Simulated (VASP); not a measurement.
# Rh (P6_3/mmc) in VASP: notebook

Runs on Rh. Level: r2SCAN. Tasks: single point.

All numbers are computed with VASP 6.6.1; they aren't measurements. Logs are shortened: lines on timing, memory, paths and dates and some standing lists are left out, and cuts for length are marked.

**1. The cell of the first run**

The structure is hexagonal, space group P6_3/mmc (No. 194). Conventional cell: a = 2.692 Å, b = 2.692 Å, c = 8.798 Å, α = 90.00°, β = 90.00°, γ = 120.00°. Rh (site symmetry -3m) has 12 Rh at 2.69 Å within 3.5 Å. Rh (site symmetry -6m2) has 12 Rh at 2.69 Å within 3.5 Å.

**2. Single point, r2SCAN**

Input file POSCAR:

```
Rh
1.0
    2.6917450000      0.0000000000      0.0000000000
   -1.3458720000      2.3311190000      0.0000000000
    0.0000000000      0.0000000000      8.7980700000
Rh
4
Direct
    0.0000000000      0.0000000000      0.0000000000
    0.3333333333      0.6666666667      0.2500000000
    0.0000000000      0.0000000000      0.5000000000
    0.6666666667      0.3333333333      0.7500000000
```

Input file INCAR.step1:

```
ALGO = Normal
EDIFF = 1E-4
ENCUT = 520
GGA = PE
ISMEAR = 1
LASPH = T
LCHARG = F
LREAL = F
LWAVE = T
NBANDS = 38
NELM = 80
PREC = Accurate
SIGMA = 0.15
```

Input file INCAR.step2:

```
ALGO = Normal
EDIFF = 1E-6
ENCUT = 520
ISIF = 2
ISMEAR = 1
ISTART = 1
LASPH = T
LCHARG = F
LMIXTAU = T
LREAL = F
LWAVE = F
METAGGA = R2SCAN
NBANDS = 38
NELM = 80
PREC = Accurate
SIGMA = 0.15
```

Input file KPOINTS:

```
k-points
0
Gamma
  10 10 3
```

Potentials or basis: VASP PAW PBE potentials, release 64 (Rh_pv).

Launch:

```
$ cat potpaw_PBE.64/Rh_pv/POTCAR > POTCAR
$ cp INCAR.step1 INCAR
$ mpirun -np 1 vasp_std > vasp.out
$ cp INCAR.step2 INCAR
$ mpirun -np 1 vasp_std > vasp.out
```

OUTCAR:

```text
EDIFF = 1E-6
   ENCUT = 520
   ISIF = 2
   ISMEAR = 1
   ISTART = 1
   LASPH = T
   LREAL = F
   METAGGA = R2SCAN
   NELM = 80
   PREC = Accurate

 ion  position               nearest neighbor table
   1  0.000  0.000  0.000-   2 2.69   4 2.69   4 2.69   2 2.69   4 2.69   2 2.69
   2  0.333  0.667  0.250-   1 2.69   3 2.69   1 2.69   3 2.69   1 2.69   3 2.69
   3  0.000  0.000  0.500-   2 2.69   4 2.69   4 2.69   2 2.69   4 2.69   2 2.69
   4  0.667  0.333  0.750-   1 2.69   3 2.69   1 2.69   3 2.69   1 2.69   3 2.69

  LATTYP: Found a hexagonal cell.
 ALAT       =     2.6917450000
 C/A-ratio  =     3.2685376958

  Lattice vectors:

 A1 = (   2.6917450000,   0.0000000000,   0.0000000000)
 A2 = (  -1.3458720000,   2.3311190000,   0.0000000000)
 A3 = (   0.0000000000,   0.0000000000,   8.7980700000)

Analysis of symmetry for initial positions (statically):
=====================================================================
 Subroutine PRICEL returns:
 Original cell was already a primitive cell.

 Routine SETGRP: Setting up the symmetry group for a
 hexagonal supercell.

 Subroutine GETGRP returns: Found 24 space group operations
 (whereof 12 operations were pure point group operations)
 out of a pool of 24 trial point group operations.

The static configuration has the point symmetry D_3d.
 The point group associated with its full space group is D_6h.

Analysis of symmetry for dynamics (positions and initial velocities):
=====================================================================
 Subroutine PRICEL returns:
 Original cell was already a primitive cell.

 Routine SETGRP: Setting up the symmetry group for a
 hexagonal supercell.

 Subroutine GETGRP returns: Found 24 space group operations
 (whereof 12 operations were pure point group operations)
 out of a pool of 24 trial point group operations.

The dynamic configuration has the point symmetry D_3d.
 The point group associated with its full space group is D_6h.

 Subroutine INISYM returns: Found 24 space group operations
 (whereof 12 operations are pure point group operations),
 and found     1 'primitive' translations

----------------------------------------------------------------------------------------

                                     Primitive cell

  volume of cell :      55.2059

  direct lattice vectors                    reciprocal lattice vectors
     2.691745000  0.000000000  0.000000000     0.371506216  0.214489185  0.000000000
[... 90 lines left out ...]
   EDIFF  = 0.1E-05   stopping-criterion for ELM
   LREAL  =      F    real-space projection
   EDIFFG = 0.1E-04   stopping-criterion for IOM
   NSW    =      0    number of steps for IOM
   IBRION =     -1    ionic relax: 0-MD 1-quasi-New 2-CG
   NFREE  =      0    steps in history (QN), initial steepest desc. (CG)
   ISIF   =      2    stress and relaxation
   ISYM   =      2    0-nonsym 1-usesym 2-fastsym
   POTIM  = 0.5000    time-step for ionic-motion
   TEBEG  =    0.0;   TEEND  =   0.0 temperature during run
   PSTRESS=    0.0 pullay stress
   NELECT =      60.0000    total number of electrons
   NUPDOWN=      -1.0000    fix difference up-down
   EMIN   =  10.00;   EMAX   =-10.00  energy-range for DOS
   EFERMI =   0.00;   METHOD = LEGACY
   ISMEAR =     1;   SIGMA  =   0.15  broadening in eV -4-tet -1-fermi 0-gaus
   EFERMI_NEDOS =   21; number of points for ismear=-14 and -15
   IALGO  =     38    algorithm
   IMIX   =      4    mixing-type and parameters
     AMIX     =   0.40;   BMIX     =  1.00
     AMIX_MAG =   1.60;   BMIX_MAG =  1.00
  volume/ion in A,a.u.               =      13.80        93.14
  Fermi-wavevector in a.u.,A,eV,Ry     =   1.683178  3.180745 38.546495  2.833087
  Thomas-Fermi vector in A             =   2.766425
   LORBIT       =      0    0 simple, 1 ext, 2 COOP (PROOUT), +10 PAW based schemes
   METAGGA = R2SCAN    functional components
   LHFCALC =     F    Hartree Fock is set to
   AEXX    =    0.0000 exact exchange contribution
   IVDW    =     0    specifies the selected vdW correction
   LEPSILON=     F    determine dielectric tensor
   LRPA    =     F    only Hartree local field effects (RPA)
 non-spin polarized calculation
 Methfessel and Paxton  Order N= 1 SIGMA  =   0.15
  energy-cutoff  :      520.00
  volume of cell :       55.21
 maximum number of plane-waves:      1509
 NGX is ok and might be reduce to    20
   NGX =  9   NGY =  9   NGZ = 33

 number of electron      59.9999996 magnetization

 Free energy of the ion-electron system (eV)
  ---------------------------------------------------
  ext. energy  EPLUGINS =         0.00000000
  ---------------------------------------------------
  free energy    TOTEN  =       -96.48872537 eV

  energy without entropy =      -96.48652738  energy(sigma->0) =      -96.48799271

 E-fermi :  11.7103     XC(G=0): -15.1799

 val. band max:       11.6980428585   @ k =   0.4000  -0.0000   0.3333
 cond. band min:      11.7319905278   @ k =   0.2000   0.1000   0.3333
 fundamental gap:      0.0339476693
 Fermi energy:        11.7102678154

 k-point     1 :       0.0000    0.0000    0.0000
  band No.  band energies     occupation
      1     -36.8820      2.00000
      2     -36.5118      2.00000
      3     -36.4914      2.00000
      4     -36.2312      2.00000
      5     -36.2312      2.00000
      6     -36.1924      2.00000
[... 973 lines left out ...]
     37      21.3290      0.00000
     38      21.3892      0.00000

 [... further k-points ...]

------------------------ aborting loop because EDIFF is reached ----------------------------------------

  FORCE on cell =-STRESS in cart. coord.  units (eV):
  Direction    XX          YY          ZZ          XY          YZ          ZX
  --------------------------------------------------------------------------------------
  -------------------------------------------------------------------------------------
  Total       -0.2127523     -0.2127522      0.1474690     -0.0000000      0.0000000     -0.0000000
  in kB       -6.1744605     -6.1744576      4.2798200     -0.0000013      0.0000000     -0.0000000
  external PRESSURE =      -2.6896994 kB  Pullay stress =       0.0000000 kB

 VOLUME and BASIS-vectors are now :
 -----------------------------------------------------------------------------
  energy-cutoff  :      520.00
  volume of cell :       55.21
      direct lattice vectors                 reciprocal lattice vectors
     2.691745000  0.000000000  0.000000000     0.371506216  0.214489185  0.000000000
    -1.345872000  2.331119000  0.000000000     0.000000000  0.428978529  0.000000000
     0.000000000  0.000000000  8.798070000     0.000000000  0.000000000  0.113661292

 POSITION                                       TOTAL-FORCE (eV/Angst)
 -----------------------------------------------------------------------------------
      0.00000      0.00000      0.00000        -0.000000      0.000000     -0.000000
      0.00000      1.55408      2.19952         0.000000     -0.000000     -0.000000
      0.00000      0.00000      4.39903        -0.000000      0.000000     -0.000000
      1.34587      0.77704      6.59855        -0.000000      0.000000      0.000000
 -----------------------------------------------------------------------------------
    total drift:                                0.000000     -0.000000      0.000000

  FREE ENERGIE OF THE ION-ELECTRON SYSTEM (eV)
  ---------------------------------------------------
  free  energy   TOTEN  =       -96.4887253724 eV

  energy  without entropy=      -96.4865273806  energy(sigma->0) =      -96.48799271
```

OUTCAR.step1:

```text
EDIFF = 1E-4
   ENCUT = 520
   GGA = PE
   ISMEAR = 1
[... 1216 lines left out ...]
      0.00000      0.00000      0.00000         0.000000      0.000000      0.000000
      0.00000      1.55408      2.19952         0.000000     -0.000000     -0.000000
      0.00000      0.00000      4.39903         0.000000      0.000000      0.000000
      1.34587      0.77704      6.59855        -0.000000      0.000000     -0.000000
 -----------------------------------------------------------------------------------
    total drift:                                0.000000     -0.000000      0.000000

  FREE ENERGIE OF THE ION-ELECTRON SYSTEM (eV)
  ---------------------------------------------------
  free  energy   TOTEN  =       -28.9678106563 eV

  energy  without entropy=      -28.9650430335  energy(sigma->0) =      -28.96688812
```

Wall time 2.7 min (1 thread of Intel Xeon Platinum 8488C (Sapphire Rapids), shared host); peak memory 0.19 GiB.

What came out:

| Item | Value |
| --- | --- |
| Free energy | -96.4887 eV |
| Pressure | -0.3 GPa |
| Band gap on the k mesh | zero (band 30 reaches 12.53 eV, above the bottom of band 31 at 10.60 eV) |

Levels at points of the mesh, in eV from the Fermi level:
```
           k point  band 25  band 26  band 27  band 28  band 29  band 30  band 31  band 32  band 33  band 34
(0.00, 0.00, 0.00)    -2.87    -2.73    -2.73    -1.54    -1.54    -0.93    -0.93    -0.40    -0.40     0.40
(0.50, 0.00, 0.00)    -1.64     0.49     0.53     0.59     0.64     0.82     0.84     0.89     1.39     2.45
```

Caveat: the PAW data sets were made with another functional, which shifts forces and pressure a little.

**3. Single point, r2SCAN**

POSCAR is that of step 2.

Input file INCAR.step1:

```
SYSTEM = Rh
ALGO = Normal ; EDIFF = 1E-4
ENCUT = 520 ; GGA = PE
ISMEAR = 1 ; LASPH = .True.
LCHARG = .False. ; LREAL = .False.
LWAVE = .True. ; NBANDS = 38
NELM = 100 ; PREC = Accurate
SIGMA = 0.15
```

Input file INCAR.step2:

```
SYSTEM = Rh
ALGO = Normal ; EDIFF = 1E-7
ENCUT = 520 ; ISIF = 2
ISMEAR = 1 ; ISTART = 1
LASPH = .True. ; LCHARG = .True.
LELF = .True. ; LMIXTAU = .True.
LREAL = .False. ; LVHAR = .True.
LWAVE = .False. ; METAGGA = R2SCAN
NBANDS = 38 ; NELM = 100
PREC = Accurate ; SIGMA = 0.15
```

Input file KPOINTS:

```
k-points
0
Gamma
  10 10 3
  0 0 0
```

Potentials or basis: VASP PAW PBE potentials, release 64 (Rh_pv).

Launch:

```
$ cat potpaw_PBE.64/Rh_pv/POTCAR > POTCAR
$ cp INCAR.step1 INCAR
$ mpirun -np 1 vasp_std > vasp.out
$ cp INCAR.step2 INCAR
$ mpirun -np 1 vasp_std > vasp.out
```

It took 3.2 min on 1 thread of Intel Xeon Platinum 8488C (Sapphire Rapids), shared host; peak memory 0.19 GiB.

The run converged. Its results:

```yaml
Free_energy: -96.4887 eV
Pressure: -0.3 GPa
Band_gap_on_the_k_mesh: zero (band 30 reaches 12.53 eV, above the bottom of band 31 at 10.60 eV)
```

Stress tensor (GPa, compression positive):
```
-0.62  0.00  0.00
 0.00 -0.62  0.00
 0.00  0.00  0.43
```

Levels at points of the mesh, in eV from the Fermi level:
| k point | band 27 | band 28 | band 29 | band 30 | band 31 | band 32 |
| --- | --- | --- | --- | --- | --- | --- |
| (0.00, 0.00, 0.00) | -2.73 | -1.54 | -1.54 | -0.93 | -0.93 | -0.40 |
| (0.50, 0.00, 0.00) | 0.53 | 0.59 | 0.64 | 0.82 | 0.84 | 0.89 |

Caveat: the PAW data sets were made with another functional, which shifts forces and pressure a little.
